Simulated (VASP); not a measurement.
# Si2N (P-3m1) in VASP: a series of runs, part 2 of 3

VASP 6.6.1.

## 3. Single point, PBE (atoms taken out)

INCAR reads:

```
PREC = Accurate
ENCUT = 520
EDIFF = 1E-7
ISMEAR = 0
SIGMA = 0.1
LREAL = F
LASPH = T
NELM = 60
ALGO = Normal
ISIF = 2
LWAVE = F
LCHARG = F
GGA = PE
NBANDS = 22
```

KPOINTS reads:

```
regular mesh
0
Gamma
  18 18 4
```

POSCAR reads:

```
Si2N
1.0
    2.7188082328      0.0000000000      0.0000000000
   -1.3594041164      2.3545569976      0.0000000000
    0.0000000000      0.0000000000     10.7800624758
Si N
4 2
Direct
    0.0000000000      0.0000000000      0.7431452728
    0.0000000000      0.0000000000      0.2568547272
    0.0000000000      0.0000000000      0.0000000000
    0.0000000000      0.0000000000      0.5000000000
    0.3333333333      0.6666666667      0.9047285115
    0.6666666667      0.3333333333      0.0952714885
```

Potentials or basis: VASP PAW PBE potentials, release 64 (Si, N).

Run with:

```bash
cat potpaw_PBE.64/Si/POTCAR potpaw_PBE.64/N/POTCAR > POTCAR
mpirun -np 1 vasp_std > vasp.out
```

OUTCAR:

```text
PREC = Accurate
   ENCUT = 520
   EDIFF = 1E-7
   ISMEAR = 0
   LREAL = F
   LASPH = T
   NELM = 60
   ISIF = 2
   GGA = PE

 ion  position               nearest neighbor table
   1  0.000  0.000  0.743-   5 2.34   5 2.34   5 2.34   4 2.62   3 2.77
   2  0.000  0.000  0.257-   6 2.34   6 2.34   6 2.34   4 2.62   3 2.77
   3  0.000  0.000  0.000-   5 1.88   6 1.88   5 1.88   6 1.88   6 1.88   5 1.88   1 2.77   2 2.77

   4  0.000  0.000  0.500-   1 2.62   2 2.62
   5  0.333  0.667  0.905-   3 1.88   3 1.88   3 1.88   1 2.34   1 2.34   1 2.34
   6  0.667  0.333  0.095-   3 1.88   3 1.88   3 1.88   2 2.34   2 2.34   2 2.34

  LATTYP: Found a hexagonal cell.
 ALAT       =     2.7188082328
 C/A-ratio  =     3.9649955248

  Lattice vectors:

 A1 = (   2.7188082328,   0.0000000000,   0.0000000000)
 A2 = (  -1.3594041164,   2.3545569976,   0.0000000000)
 A3 = (   0.0000000000,   0.0000000000,  10.7800624758)

Analysis of symmetry for initial positions (statically):
=====================================================================
 Subroutine PRICEL returns:
 Original cell was already a primitive cell.

 Routine SETGRP: Setting up the symmetry group for a
 hexagonal supercell.

 Subroutine GETGRP returns: Found 12 space group operations
 (whereof 12 operations were pure point group operations)
 out of a pool of 24 trial point group operations.

The static configuration has the point symmetry D_3d.

Analysis of symmetry for dynamics (positions and initial velocities):
=====================================================================
 Subroutine PRICEL returns:
 Original cell was already a primitive cell.

 Routine SETGRP: Setting up the symmetry group for a
 hexagonal supercell.

 Subroutine GETGRP returns: Found 12 space group operations
 (whereof 12 operations were pure point group operations)
 out of a pool of 24 trial point group operations.

The dynamic configuration has the point symmetry D_3d.

 Subroutine INISYM returns: Found 12 space group operations
 (whereof 12 operations are pure point group operations),
 and found     1 'primitive' translations

----------------------------------------------------------------------------------------

                                     Primitive cell

  volume of cell :      69.0095

  direct lattice vectors                    reciprocal lattice vectors
     2.718808233  0.000000000  0.000000000     0.367808214  0.212354171  0.000000000
    -1.359404116  2.354556998  0.000000000     0.000000000  0.424708343  0.000000000
     0.000000000  0.000000000 10.780062476     0.000000000  0.000000000  0.092763841

  length of vectors
     2.718808233  2.718808233 10.780062476     0.424708343  0.424708343  0.092763841

  position of ions in fractional coordinates (direct lattice)
     0.000000000  0.000000000  0.743145273
     0.000000000  0.000000000  0.256854727
     0.000000000  0.000000000  0.000000000
     0.000000000  0.000000000  0.500000000
     0.333333333  0.666666667  0.904728511
     0.666666667  0.333333333  0.095271489

  ion indices of the primitive-cell ions
   primitive index   ion index
                 1           1
[... 20 lines left out ...]

  Length of vectors
     0.023594908  0.023594908  0.023190960

  Shift w.r.t. Gamma in fractional coordinates (k-lattice)
     0.000000000  0.000000000  0.000000000

 Subroutine IBZKPT returns following result:
 ===========================================

 Found    138 irreducible k-points:

 Following reciprocal coordinates:
            Coordinates               Weight
  0.000000  0.000000  0.000000      1.000000
  0.055556  0.000000  0.000000      6.000000
  0.111111  0.000000  0.000000      6.000000
  0.166667  0.000000  0.000000      6.000000
  0.222222 -0.000000  0.000000      6.000000
  0.277778  0.000000  0.000000      6.000000
[... 16 lines left out ...]
  0.333333  0.111111  0.000000     12.000000
  0.388889  0.111111  0.000000     12.000000
 [... further k-points ...]
   k-points           NKPTS =    138   k-points in BZ     NKDIM =    138   number of bands    NBANDS=     22
   number of dos      NEDOS =    301   number of ions     NIONS =      6
   total plane-waves  NPLWV =  32000
   dimension x,y,z NGX =    20 NGY =   20 NGZ =   80
   dimension x,y,z NGXF=    40 NGYF=   40 NGZF=  160
   ions per type =               4   2
   NGX,Y,Z   is equivalent  to a cutoff of  12.23, 12.23, 12.34 a.u.
   NGXF,Y,Z  is equivalent  to a cutoff of  24.46, 24.46, 24.67 a.u.
 SYSTEM =  unknown system
   PREC   = accura    normal or accurate (medium, high low for compatibility)
   ISTART =      0    job   : 0-new  1-cont  2-samecut
   ICHARG =      2    charge: 1-file 2-atom 10-const
   ISPIN  =      1    spin polarized calculation?
   LNONCOLLINEAR =      F non collinear calculations
   LSORBIT =      F    spin-orbit coupling
   LASPH  =      T    aspherical Exc in radial PAW
   ENCUT  =  520.0 eV  38.22 Ry    6.18 a.u.   5.06  5.06 20.04*2*pi/ulx,y,z
   NELM   =     60;   NELMIN=  2; NELMDL= -5     # of ELM steps
   EDIFF  = 0.1E-06   stopping-criterion for ELM
   LREAL  =      F    real-space projection
   EDIFFG = 0.1E-05   stopping-criterion for IOM
   NSW    =      0    number of steps for IOM
   IBRION =     -1    ionic relax: 0-MD 1-quasi-New 2-CG
   NFREE  =      0    steps in history (QN), initial steepest desc. (CG)
   ISIF   =      2    stress and relaxation
   ISYM   =      2    0-nonsym 1-usesym 2-fastsym
   POTIM  = 0.5000    time-step for ionic-motion
   TEBEG  =    0.0;   TEEND  =   0.0 temperature during run
   PSTRESS=    0.0 pullay stress
   NELECT =      26.0000    total number of electrons
   NUPDOWN=      -1.0000    fix difference up-down
   EMIN   =  10.00;   EMAX   =-10.00  energy-range for DOS
   EFERMI =   0.00;   METHOD = LEGACY
   ISMEAR =     0;   SIGMA  =   0.10  broadening in eV -4-tet -1-fermi 0-gaus
   EFERMI_NEDOS =   21; number of points for ismear=-14 and -15
   IALGO  =     38    algorithm
   IMIX   =      4    mixing-type and parameters
     AMIX     =   0.40;   BMIX     =  1.00
     AMIX_MAG =   1.60;   BMIX_MAG =  1.00
  volume/ion in A,a.u.               =      11.50        77.62
  Fermi-wavevector in a.u.,A,eV,Ry     =   1.182396  2.234404 19.021763  1.398060
  Thomas-Fermi vector in A             =   2.318651
   LORBIT       =      0    0 simple, 1 ext, 2 COOP (PROOUT), +10 PAW based schemes
   GGA     = PE    functional components
   LHFCALC =     F    Hartree Fock is set to
   AEXX    =    0.0000 exact exchange contribution
   IVDW    =     0    specifies the selected vdW correction
   LEPSILON=     F    determine dielectric tensor
   LRPA    =     F    only Hartree local field effects (RPA)
 non-spin polarized calculation
 Gauss-broadening in eV      SIGMA  =   0.10
  energy-cutoff  :      520.00
  volume of cell :       69.01
 maximum number of plane-waves:      1894
   NGX = 11   NGY = 11   NGZ = 41

 number of electron      26.0000001 magnetization

 Free energy of the ion-electron system (eV)
  ---------------------------------------------------
  ext. energy  EPLUGINS =         0.00000000
  ---------------------------------------------------
  free energy    TOTEN  =       -36.78669339 eV

  energy without entropy =      -36.77551140  energy(sigma->0) =      -36.78110240

 E-fermi :   9.6289     XC(G=0): -11.4738

 val. band max:        9.6254381105   @ k =   0.2778   0.1667   0.5000
 cond. band min:       9.6414268303   @ k =   0.2778   0.0556   0.2500
 fundamental gap:      0.0159887198
 Fermi energy:         9.6288945093

 k-point     1 :       0.0000    0.0000    0.0000
  band No.  band energies     occupation
      1     -10.5761      2.00000
      2      -7.3511      2.00000
      3      -3.2371      2.00000
      4      -1.3257      2.00000
      5      -1.1897      2.00000
      6       3.9032      2.00000
[... 589 lines left out ...]
     21      15.9432      0.00000
     22      17.0021      0.00000

 [... further k-points ...]
[... 5 lines left out ...]
  --------------------------------------------------------------------------------------
  -------------------------------------------------------------------------------------
  Total       -0.0088575     -0.0088575     -0.0228260      0.0000000      0.0000000     -0.0000000
  in kB       -0.2056433     -0.2056433     -0.5299460      0.0000000      0.0000000     -0.0000000
  external PRESSURE =      -0.3137442 kB  Pullay stress =       0.0000000 kB

 VOLUME and BASIS-vectors are now :
 -----------------------------------------------------------------------------
  energy-cutoff  :      520.00
  volume of cell :       69.01
      direct lattice vectors                 reciprocal lattice vectors
     2.718808233  0.000000000  0.000000000     0.367808214  0.212354171  0.000000000
    -1.359404116  2.354556998  0.000000000     0.000000000  0.424708343  0.000000000
     0.000000000  0.000000000 10.780062476     0.000000000  0.000000000  0.092763841

 POSITION                                       TOTAL-FORCE (eV/Angst)
 -----------------------------------------------------------------------------------
      0.00000      0.00000      8.01115         0.000000     -0.000000     -0.002341
      0.00000      0.00000      2.76891         0.000000      0.000000      0.002341
      0.00000      0.00000      0.00000         0.000000      0.000000      0.000000
      0.00000      0.00000      5.39003         0.000000      0.000000      0.000000
     -0.00000      1.56970      9.75303        -0.000000      0.000000      0.005182
      1.35940      0.78485      1.02703         0.000000      0.000000     -0.005182
 -----------------------------------------------------------------------------------
    total drift:                                0.000000      0.000000     -0.000000

  FREE ENERGIE OF THE ION-ELECTRON SYSTEM (eV)
  ---------------------------------------------------
  free  energy   TOTEN  =       -36.7866933920 eV

  energy  without entropy=      -36.7755113990  energy(sigma->0) =      -36.78110240
```

OSZICAR:

```text
N       E                     dE             d eps       ncg     rms          rms(c)
DAV:   1     0.751357660090E+02    0.75136E+02   -0.11905E+04  6080   0.104E+03
DAV:   2    -0.336597851348E+02   -0.10880E+03   -0.10242E+03  7682   0.193E+02
DAV:   3    -0.402687562350E+02   -0.66090E+01   -0.65235E+01  7992   0.475E+01
DAV:   4    -0.403331457900E+02   -0.64390E-01   -0.64343E-01  7726   0.516E+00
DAV:   5    -0.403338097867E+02   -0.66400E-03   -0.66394E-03  8058   0.503E-01    0.133E+01
DAV:   6    -0.367137170843E+02    0.36201E+01   -0.14160E+01  7878   0.243E+01    0.609E+00
DAV:   7    -0.368029792995E+02   -0.89262E-01   -0.21729E+00  7456   0.808E+00    0.328E+00
DAV:   8    -0.367892807514E+02    0.13699E-01   -0.17318E-01  7584   0.226E+00    0.123E+00
DAV:   9    -0.367866100511E+02    0.26707E-02   -0.13056E-02  7780   0.696E-01    0.263E-01
DAV:  10    -0.367865986843E+02    0.11367E-04   -0.30907E-03  7594   0.303E-01    0.165E-01
DAV:  11    -0.367867005993E+02   -0.10191E-03   -0.33174E-04  8144   0.118E-01    0.563E-02
DAV:  12    -0.367866935679E+02    0.70314E-05   -0.11779E-04  7756   0.645E-02    0.190E-02
DAV:  13    -0.367866941347E+02   -0.56680E-06   -0.15818E-05  7444   0.229E-02    0.438E-03
DAV:  14    -0.367866935813E+02    0.55338E-06   -0.15657E-06  8164   0.880E-03    0.191E-03
DAV:  15    -0.367866934480E+02    0.13333E-06   -0.19893E-07  5944   0.262E-03    0.660E-04
DAV:  16    -0.367866933920E+02    0.56013E-07   -0.98225E-09  4440   0.676E-04
   1 F= -.36786693E+02 E0= -.36781102E+02  d E =-.111820E-01
```

stdout:

```text
POSCAR found type information on POSCAR SiN
 POSCAR found :  2 types and       6 ions
 scaLAPACK will be used
 LDA part: xc-table for (Slater+PW92), standard interpolation
 POSCAR, INCAR and KPOINTS ok, starting setup
 FFT: planning ... GRIDC
 FFT: planning ... GRID_SOFT
 FFT: planning ... GRID
 WAVECAR not read
 entering main loop
```

Run time: 5 min. Hardware: 1 thread of Intel Xeon 8259CL, shared host; peak memory 0.28 GiB.

Results:

- Free energy: -36.7867 eV
- Pressure: 0.0 GPa
- Largest force: 0.005 eV/Å
- Band gap on the k mesh: zero (bands 13 and 14 overlap by 5.44 eV)

Forces on the atoms (eV/Å):
```
Si   0.000  0.000 -0.002
Si   0.000  0.000  0.002
Si   0.000  0.000  0.000
Si   0.000  0.000  0.000
N    0.000  0.000  0.005
N    0.000  0.000 -0.005
```

Levels at points of the mesh, in eV from the Fermi level:
| k point | band 10 | band 11 | band 12 | band 13 | band 14 | band 15 | band 16 | band 17 |
| --- | --- | --- | --- | --- | --- | --- | --- | --- |
| (0.00, 0.00, 0.00) | -1.23 | -1.23 | -0.05 | 2.14 | 5.63 | 6.59 | 7.62 | 9.47 |
| (0.50, 0.00, 0.00) | -4.34 | -3.83 | -2.26 | -1.17 | -0.83 | 0.86 | 3.12 | 4.60 |
| (0.00, 0.00, 0.50) | -1.81 | -1.23 | -1.23 | 3.51 | 4.86 | 6.16 | 8.69 | 9.39 |
| (0.50, 0.00, 0.50) | -3.86 | -2.66 | -2.26 | -1.90 | -1.82 | 1.60 | 3.92 | 4.34 |

Caveat: the cell differs from its parent crystal (atoms taken out).

(Part 2 of 3 ends here.)
